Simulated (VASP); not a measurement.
# CdSe (P6_3mc) in VASP: notebook

Runs on CdSe. Level: r2SCAN. Tasks: single point.

Program: VASP 6.6.1. These are calculated values, not measurements. Logs are shortened: lines on timing, memory, paths and dates and some standing lists are left out, and cuts for length are marked.

## (1) The cell of the first run

The structure is hexagonal, space group P6_3mc (No. 186). Conventional cell: a = 4.297 Å, b = 4.297 Å, c = 7.143 Å, α = 90.00°, β = 90.00°, γ = 120.00°. Cd (site symmetry 3m) has 4 Se at 2.64 to 2.65 Å within 3.5 Å. Within 3.5 Å of Se (site symmetry 3m) lie 4 Cd at 2.64 to 2.65 Å.

## (2) Single point, r2SCAN (in-plane strain -0.01, then relaxed in part)

Contents of POSCAR:

```
CdSe
1.0
    4.2966416105      0.0000000000      0.0000000000
   -2.1483208052      3.7210007856      0.0000000000
    0.0000000000      0.0000000000      7.1432577335
Cd Se
2 2
Direct
    0.3333333333      0.6666666667      0.0066788452
    0.6666666667      0.3333333333      0.5066788452
    0.3333333333      0.6666666667      0.3783211548
    0.6666666667      0.3333333333      0.8783211548
```

Contents of INCAR.step1:

```
PREC = Accurate
ENCUT = 520
ISMEAR = 0
SIGMA = 0.01
LREAL = False
LASPH = True
NELM = 100
NBANDS = 26
GGA = PE
ALGO = Normal
EDIFF = 1E-4
LWAVE = True
LCHARG = False
```

Contents of INCAR.step2:

```
PREC = Accurate
ENCUT = 520
EDIFF = 1E-6
ISMEAR = 0
SIGMA = 0.01
LREAL = False
LASPH = True
NELM = 100
ALGO = Normal
ISIF = 2
LWAVE = False
LCHARG = False
METAGGA = R2SCAN
LMIXTAU = True
NBANDS = 26
ISTART = 1
```

Contents of KPOINTS:

```
regular mesh
0
Gamma
  6 6 4
```

Potentials or basis: VASP PAW PBE potentials, release 64 (Cd, Se).

Started as:

```console
> cat potpaw_PBE.64/Cd/POTCAR potpaw_PBE.64/Se/POTCAR > POTCAR
> cp INCAR.step1 INCAR
> mpirun -np 1 vasp_std > vasp.out
> cp INCAR.step2 INCAR
> mpirun -np 1 vasp_std > vasp.out
```

OUTCAR:

```text
PREC = Accurate
   ENCUT = 520
   EDIFF = 1E-6
   ISMEAR = 0
   LREAL = False
   LASPH = True
   NELM = 100
   ISIF = 2
   METAGGA = R2SCAN
   ISTART = 1

 ion  position               nearest neighbor table
   1  0.333  0.667  0.007-   4 2.64   4 2.64   4 2.64   3 2.65
   2  0.667  0.333  0.507-   3 2.64   3 2.64   3 2.64   4 2.65
   3  0.333  0.667  0.378-   2 2.64   2 2.64   2 2.64   1 2.65
   4  0.667  0.333  0.878-   1 2.64   1 2.64   1 2.64   2 2.65

  LATTYP: Found a hexagonal cell.
 ALAT       =     4.2966416105
 C/A-ratio  =     1.6625211924

  Lattice vectors:

 A1 = (   4.2966416105,   0.0000000000,   0.0000000000)
 A2 = (  -2.1483208052,   3.7210007856,   0.0000000000)
 A3 = (   0.0000000000,   0.0000000000,   7.1432577335)

Analysis of symmetry for initial positions (statically):
=====================================================================
 Subroutine PRICEL returns:
 Original cell was already a primitive cell.

 Routine SETGRP: Setting up the symmetry group for a
 hexagonal supercell.

 Subroutine GETGRP returns: Found 12 space group operations
 (whereof  6 operations were pure point group operations)
 out of a pool of 24 trial point group operations.

The static configuration has the point symmetry C_3v.
 The point group associated with its full space group is C_6v.

Analysis of symmetry for dynamics (positions and initial velocities):
=====================================================================
 Subroutine PRICEL returns:
 Original cell was already a primitive cell.

 Routine SETGRP: Setting up the symmetry group for a
 hexagonal supercell.

 Subroutine GETGRP returns: Found 12 space group operations
 (whereof  6 operations were pure point group operations)
 out of a pool of 24 trial point group operations.

The dynamic configuration has the point symmetry C_3v.
 The point group associated with its full space group is C_6v.

 Subroutine INISYM returns: Found 12 space group operations
 (whereof  6 operations are pure point group operations),
 and found     1 'primitive' translations

----------------------------------------------------------------------------------------

                                     Primitive cell

  volume of cell :     114.2050

  direct lattice vectors                    reciprocal lattice vectors
     4.296641611  0.000000000  0.000000000     0.232739914  0.134372452  0.000000000
    -2.148320805  3.721000786  0.000000000     0.000000000  0.268744904  0.000000000
     0.000000000  0.000000000  7.143257733     0.000000000  0.000000000  0.139992149

  length of vectors
     4.296641611  4.296641610  7.143257733     0.268744904  0.268744904  0.139992149

  position of ions in fractional coordinates (direct lattice)
     0.333333333  0.666666667  0.006678845
     0.666666667  0.333333333  0.506678845
     0.333333333  0.666666667  0.378321155
     0.666666667  0.333333333  0.878321155

  ion indices of the primitive-cell ions
   primitive index   ion index
                 1           1
                 2           2
                 3           3
                 4           4

----------------------------------------------------------------------------------------

 KPOINTS: regular mesh

Automatic generation of k-mesh.
 Grid dimensions read from file:
 generate k-points for:    6    6    4

 Generating k-lattice:

  Cartesian coordinates                     Fractional coordinates (reciprocal lattice)
     0.038789986  0.022395409  0.000000000     0.166666667  0.000000000  0.000000000
     0.000000000  0.044790817  0.000000000     0.000000000  0.166666667  0.000000000
     0.000000000  0.000000000  0.034998037     0.000000000  0.000000000  0.250000000

  Length of vectors
     0.044790817  0.044790817  0.034998037

  Shift w.r.t. Gamma in fractional coordinates (k-lattice)
     0.000000000  0.000000000  0.000000000

 Subroutine IBZKPT returns following result:
 ===========================================

 Found     21 irreducible k-points:

 Following reciprocal coordinates:
            Coordinates               Weight
  0.000000  0.000000  0.000000      1.000000
  0.166667  0.000000  0.000000      6.000000
  0.333333  0.000000  0.000000      6.000000
  0.500000  0.000000  0.000000      3.000000
  0.166667  0.166667  0.000000      6.000000
  0.333333  0.166667  0.000000     12.000000
[... 13 lines left out ...]
  0.333333  0.166667  0.500000     12.000000
  0.333333  0.333333  0.500000      2.000000
   k-points           NKPTS =     21   k-points in BZ     NKDIM =     21   number of bands    NBANDS=     26
   number of dos      NEDOS =    301   number of ions     NIONS =      4
   total plane-waves  NPLWV =  55296
   dimension x,y,z NGX =    32 NGY =   32 NGZ =   54
   dimension x,y,z NGXF=    64 NGYF=   64 NGZF=  108
   ions per type =               2   2
   NGX,Y,Z   is equivalent  to a cutoff of  12.38, 12.38, 12.57 a.u.
   NGXF,Y,Z  is equivalent  to a cutoff of  24.76, 24.76, 25.13 a.u.
 SYSTEM =  unknown system
   PREC   = accura    normal or accurate (medium, high low for compatibility)
   ISTART =      1    job   : 0-new  1-cont  2-samecut
   ICHARG =      0    charge: 1-file 2-atom 10-const
   ISPIN  =      1    spin polarized calculation?
   LNONCOLLINEAR =      F non collinear calculations
   LSORBIT =      F    spin-orbit coupling
   LASPH  =      T    aspherical Exc in radial PAW
   ENCUT  =  520.0 eV  38.22 Ry    6.18 a.u.   7.99  7.99 13.28*2*pi/ulx,y,z
   NELM   =    100;   NELMIN=  2; NELMDL=  0     # of ELM steps
   EDIFF  = 0.1E-05   stopping-criterion for ELM
   LREAL  =      F    real-space projection
   EDIFFG = 0.1E-04   stopping-criterion for IOM
   NSW    =      0    number of steps for IOM
   IBRION =     -1    ionic relax: 0-MD 1-quasi-New 2-CG
   NFREE  =      0    steps in history (QN), initial steepest desc. (CG)
   ISIF   =      2    stress and relaxation
   ISYM   =      2    0-nonsym 1-usesym 2-fastsym
   POTIM  = 0.5000    time-step for ionic-motion
   TEBEG  =    0.0;   TEEND  =   0.0 temperature during run
   PSTRESS=    0.0 pullay stress
   NELECT =      36.0000    total number of electrons
   NUPDOWN=      -1.0000    fix difference up-down
   EMIN   =  10.00;   EMAX   =-10.00  energy-range for DOS
   EFERMI =   0.00;   METHOD = LEGACY
   ISMEAR =     0;   SIGMA  =   0.01  broadening in eV -4-tet -1-fermi 0-gaus
   EFERMI_NEDOS =   21; number of points for ismear=-14 and -15
   IALGO  =     38    algorithm
   IMIX   =      4    mixing-type and parameters
     AMIX     =   0.40;   BMIX     =  1.00
     AMIX_MAG =   1.60;   BMIX_MAG =  1.00
  volume/ion in A,a.u.               =      28.55       192.67
  Fermi-wavevector in a.u.,A,eV,Ry     =   1.114159  2.105456 16.889603  1.241351
  Thomas-Fermi vector in A             =   2.250751
   LORBIT       =      0    0 simple, 1 ext, 2 COOP (PROOUT), +10 PAW based schemes
   METAGGA = R2SCAN    functional components
   LHFCALC =     F    Hartree Fock is set to
   AEXX    =    0.0000 exact exchange contribution
   IVDW    =     0    specifies the selected vdW correction
   LEPSILON=     F    determine dielectric tensor
   LRPA    =     F    only Hartree local field effects (RPA)
 non-spin polarized calculation
 Gauss-broadening in eV      SIGMA  =   0.01
  energy-cutoff  :      520.00
  volume of cell :      114.21
 maximum number of plane-waves:      3108
 NGX is ok and might be reduce to    32
   NGX = 15   NGY = 15   NGZ = 27

 number of electron      35.9999993 magnetization

 Free energy of the ion-electron system (eV)
  ---------------------------------------------------
  ext. energy  EPLUGINS =         0.00000000
  ---------------------------------------------------
  free energy    TOTEN  =       -71.82181523 eV

  energy without entropy =      -71.82181523  energy(sigma->0) =      -71.82181523

 E-fermi :   0.6252     XC(G=0):  -9.3504

 val. band max:        0.5586336678   @ k =   0.0000   0.0000   0.0000
 cond. band min:       1.6348610827   @ k =   0.0000   0.0000   0.0000
 fundamental gap:      1.0762274149
 Fermi energy:         0.6251774390

 k-point     1 :       0.0000    0.0000    0.0000
  band No.  band energies     occupation
      1     -12.4087      2.00000
      2     -12.0477      2.00000
      3      -7.5885      2.00000
      4      -7.5731      2.00000
      5      -7.5731      2.00000
      6      -7.5020      2.00000
[... 18 lines left out ...]
     25       8.1510      0.00000
     26       8.5104      0.00000

 k-point     2 :       0.1667    0.0000    0.0000
  band No.  band energies     occupation
      1     -12.3258      2.00000
      2     -12.0090      2.00000
      3      -7.5597      2.00000
      4      -7.5447      2.00000
      5      -7.5067      2.00000
      6      -7.4615      2.00000
[... 18 lines left out ...]
     25       8.1385      0.00000
     26       8.7843      0.00000

 k-point     3 :       0.3333    0.0000    0.0000
  band No.  band energies     occupation
      1     -12.1462      2.00000
      2     -11.9424      2.00000
      3      -7.5117      2.00000
      4      -7.4998      2.00000
      5      -7.3927      2.00000
      6      -7.3820      2.00000
[... 18 lines left out ...]
     25       8.7300      0.00000
     26       9.4004      0.00000

 k-point     4 :       0.5000    0.0000    0.0000
  band No.  band energies     occupation
      1     -12.0393      2.00000
      2     -11.9247      2.00000
      3      -7.4944      2.00000
      4      -7.4848      2.00000
      5      -7.3453      2.00000
      6      -7.3278      2.00000
[... 18 lines left out ...]
     25       8.8664      0.00000
     26      10.8834      0.00000
[... 409 lines left out ...]
      1     -12.0716      2.00000
      2     -12.0716      2.00000
      3      -7.4728      2.00000
      4      -7.4728      2.00000
      5      -7.4508      2.00000
      6      -7.4508      2.00000
[... 18 lines left out ...]
     25       8.5608      0.00000
     26       8.5608      0.00000

 k-point    20 :       0.3333    0.1667    0.5000
  band No.  band energies     occupation
      1     -11.9773      2.00000
      2     -11.9773      2.00000
      3      -7.4440      2.00000
      4      -7.4440      2.00000
      5      -7.4179      2.00000
      6      -7.4179      2.00000
[... 18 lines left out ...]
     25       9.0821      0.00000
     26       9.0821      0.00000

 k-point    21 :       0.3333    0.3333    0.5000
  band No.  band energies     occupation
      1     -11.9467      2.00000
      2     -11.9467      2.00000
      3      -7.4201      2.00000
      4      -7.4201      2.00000
      5      -7.4192      2.00000
      6      -7.4192      2.00000
[... 18 lines left out ...]
     25       9.8737      0.00000
     26       9.8737      0.00000

------------------------ aborting loop because EDIFF is reached ----------------------------------------

  FORCE on cell =-STRESS in cart. coord.  units (eV):
  Direction    XX          YY          ZZ          XY          YZ          ZX
  --------------------------------------------------------------------------------------
  -------------------------------------------------------------------------------------
  Total        0.7862337      0.7862337      0.1691378      0.0000000      0.0000000      0.0000000
  in kB       11.0300390     11.0300390      2.3728264      0.0000000      0.0000000      0.0000000
  external PRESSURE =       8.1443014 kB  Pullay stress =       0.0000000 kB

 VOLUME and BASIS-vectors are now :
 -----------------------------------------------------------------------------
  energy-cutoff  :      520.00
  volume of cell :      114.21
      direct lattice vectors                 reciprocal lattice vectors
     4.296641611  0.000000000  0.000000000     0.232739914  0.134372452  0.000000000
    -2.148320805  3.721000786  0.000000000     0.000000000  0.268744904  0.000000000
     0.000000000  0.000000000  7.143257733     0.000000000  0.000000000  0.139992149

 POSITION                                       TOTAL-FORCE (eV/Angst)
 -----------------------------------------------------------------------------------
     -0.00000      2.48067      0.04771         0.000000     -0.000000      0.002899
      2.14832      1.24033      3.61934        -0.000000      0.000000      0.002899
     -0.00000      2.48067      2.70245        -0.000000     -0.000000     -0.002899
      2.14832      1.24033      6.27407        -0.000000     -0.000000     -0.002899
 -----------------------------------------------------------------------------------
    total drift:                               -0.000000      0.000000      0.004399

  FREE ENERGIE OF THE ION-ELECTRON SYSTEM (eV)
  ---------------------------------------------------
  free  energy   TOTEN  =       -71.8218152335 eV

  energy  without entropy=      -71.8218152335  energy(sigma->0) =      -71.82181523
```

Run time: 4.3 min. Hardware: 1 thread of Intel Xeon 8259CL, shared host; peak memory 0.26 GiB.

Results:

```yaml
Free_energy: -71.8218 eV
Pressure: 0.8 GPa
Band_gap_on_the_k_mesh: 1.08 eV
```

Forces on the atoms (eV/Å):
```
Cd   0.000  0.000  0.003
Cd   0.000  0.000  0.003
Se   0.000  0.000 -0.003
Se   0.000  0.000 -0.003
```

Levels at points of the mesh, in eV from the valence-band top:
```csv
k point,band 14,band 15,band 16,band 17,band 18,band 19,band 20,band 21,band 22,band 23
"(0.00, 0.00, 0.00)",-0.73,-0.73,-0.13,0.00,0.00,1.08,2.77,6.43,6.43,6.50
"(0.50, 0.00, 0.00)",-3.61,-2.68,-1.81,-1.37,-0.75,3.59,3.77,4.98,6.43,6.87
"(0.00, 0.00, 0.50)",-2.69,-0.38,-0.38,-0.38,-0.38,2.83,2.83,6.21,6.21,6.83
"(0.50, 0.00, 0.50)",-4.17,-1.44,-1.44,-1.32,-1.32,3.26,3.26,5.25,5.25,8.10
```

Caveat: the cell differs from its parent crystal (in-plane strain -0.01, then relaxed in part); the PAW data sets were made with another functional, which shifts forces and pressure a little.

## (3) Single point, r2SCAN (in-plane strain -0.005, then relaxed in part)

Contents of POSCAR:

```
CdSe
1.0
    4.3183418206      0.0000000000      0.0000000000
   -2.1591709103      3.7397937189      0.0000000000
    0.0000000000      0.0000000000      7.1079451841
Cd Se
2 2
Direct
    0.3333333333      0.6666666667      0.0055659086
    0.6666666667      0.3333333333      0.5055659086
    0.3333333333      0.6666666667      0.3794340914
    0.6666666667      0.3333333333      0.8794340914
```

Contents of INCAR.step1:

```
SYSTEM = CdSe
PREC = Accurate ; ENCUT = 520
ISMEAR = 0 ; SIGMA = 0.01
LREAL = .False. ; LASPH = .True.
NELM = 80 ; NBANDS = 26
GGA = PE ; ALGO = Normal
EDIFF = 1E-4 ; LWAVE = .True.
LCHARG = .False.
```

Contents of INCAR.step2:

```
SYSTEM = CdSe
PREC = Accurate ; ENCUT = 520
EDIFF = 1E-7 ; ISMEAR = 0
SIGMA = 0.01 ; LREAL = .False.
LASPH = .True. ; NELM = 80
ALGO = Normal ; ISIF = 2
LWAVE = .False. ; LCHARG = .True.
METAGGA = R2SCAN ; LMIXTAU = .True.
LELF = .True. ; LVHAR = .True.
NBANDS = 26 ; ISTART = 1
```

Contents of KPOINTS:

```
regular mesh
0
Gamma
  6 6 4
  0 0 0
```

Potentials or basis: VASP PAW PBE potentials, release 64 (Cd, Se).

Started as:

```console
> cat potpaw_PBE.64/Cd/POTCAR potpaw_PBE.64/Se/POTCAR > POTCAR
> cp INCAR.step1 INCAR
> mpirun -np 1 vasp_std > vasp.out
> cp INCAR.step2 INCAR
> mpirun -np 1 vasp_std > vasp.out
```

Wall time 7 min (1 thread of Intel Xeon 8259CL, shared host); peak memory 0.27 GiB.

Results (log left out):

| Property | Result |
| --- | --- |
| Free energy | -71.8272 eV |
| Pressure | 0.6 GPa |
| Band gap on the k mesh | 1.09 eV |

Forces in eV/Å, atoms in the order of the input:
```
Cd   0.000  0.000  0.003
Cd   0.000  0.000  0.003
Se   0.000  0.000 -0.003
Se   0.000  0.000 -0.003
```

Stress tensor (GPa, compression positive):
```
0.69 0.00 0.00
0.00 0.69 0.00
0.00 0.00 0.27
```

Levels at points of the mesh, in eV from the valence-band top:
```csv
k point,band 14,band 15,band 16,band 17,band 18,band 19,band 20,band 21,band 22,band 23
"(0.00, 0.00, 0.00)",-0.73,-0.73,-0.08,0.00,0.00,1.09,2.70,6.40,6.40,6.59
"(0.50, 0.00, 0.00)",-3.57,-2.63,-1.81,-1.33,-0.74,3.61,3.74,5.04,6.49,6.90
"(0.00, 0.00, 0.50)",-2.63,-0.38,-0.38,-0.38,-0.38,2.80,2.80,6.24,6.24,6.80
"(0.50, 0.00, 0.50)",-4.14,-1.38,-1.38,-1.31,-1.31,3.30,3.30,5.26,5.26,8.12
```

Caveat: the cell differs from its parent crystal (in-plane strain -0.005, then relaxed in part); the PAW data sets were made with another functional, which shifts forces and pressure a little.

## (4) Single point, r2SCAN (in-plane strain -0.005)

Contents of POSCAR:

```
CdSe
1.0
    4.3183418206      0.0000000000      0.0000000000
   -2.1591709103      3.7397937189      0.0000000000
    0.0000000000      0.0000000000      7.0989699963
Cd Se
2 2
Direct
    0.3333333333      0.6666666667      0.0045374022
    0.6666666667      0.3333333333      0.5045374022
    0.3333333333      0.6666666667      0.3804625978
    0.6666666667      0.3333333333      0.8804625978
```

Contents of INCAR.step1:

```
SYSTEM = CdSe
ALGO = Normal
EDIFF = 1E-4
ENCUT = 520
GGA = PE
ISMEAR = 0
LASPH = .True.
LCHARG = .False.
LREAL = .False.
LWAVE = .True.
NBANDS = 26
NELM = 100
PREC = Accurate
SIGMA = 0.01
```

Contents of INCAR.step2:

```
SYSTEM = CdSe
ALGO = Normal
EDIFF = 1E-6
ENCUT = 520
ISIF = 2
ISMEAR = 0
ISTART = 1
LASPH = .True.
LCHARG = .False.
LMIXTAU = .True.
LREAL = .False.
LWAVE = .False.
METAGGA = R2SCAN
NBANDS = 26
NELM = 100
PREC = Accurate
SIGMA = 0.01
```

Contents of KPOINTS:

```
k-points
0
Gamma
  6 6 4
  0 0 0
```

Started as:

```console
> cat potpaw_PBE.64/Cd/POTCAR potpaw_PBE.64/Se/POTCAR > POTCAR
> cp INCAR.step1 INCAR
> mpirun -np 1 vasp_std > vasp.out
> cp INCAR.step2 INCAR
> mpirun -np 1 vasp_std > vasp.out
```

Run time: 5.9 min. Hardware: 1 thread of Intel Xeon 8259CL, shared host; peak memory 0.26 GiB.

The run converged. Its results:

```
Free energy            : -71.8261 eV
Pressure               : 0.6 GPa
Largest force          : 0.060 eV/Å
Band gap on the k mesh : 1.10 eV
```

Forces on the atoms (eV/Å):
```
Cd   0.000  0.000  0.060
Cd   0.000  0.000  0.060
Se   0.000  0.000 -0.060
Se   0.000  0.000 -0.060
```

Stress tensor (GPa, compression positive):
```
0.88 0.00 0.00
0.00 0.88 0.00
0.00 0.00 0.14
```

Levels at points of the mesh, in eV from the valence-band top:
| k point | band 16 | band 17 | band 18 | band 19 | band 20 | band 21 |
| --- | --- | --- | --- | --- | --- | --- |
| (0.00, 0.00, 0.00) | -0.07 | 0.00 | 0.00 | 1.10 | 2.68 | 6.40 |
| (0.50, 0.00, 0.00) | -1.82 | -1.31 | -0.75 | 3.62 | 3.73 | 5.06 |
| (0.00, 0.00, 0.50) | -0.38 | -0.38 | -0.38 | 2.80 | 2.80 | 6.24 |
| (0.50, 0.00, 0.50) | -1.36 | -1.32 | -1.32 | 3.31 | 3.31 | 5.25 |

Caveat: the cell differs from its parent crystal (in-plane strain -0.005); the PAW data sets were made with another functional, which shifts forces and pressure a little.

(Continued in part 2 of 2.)
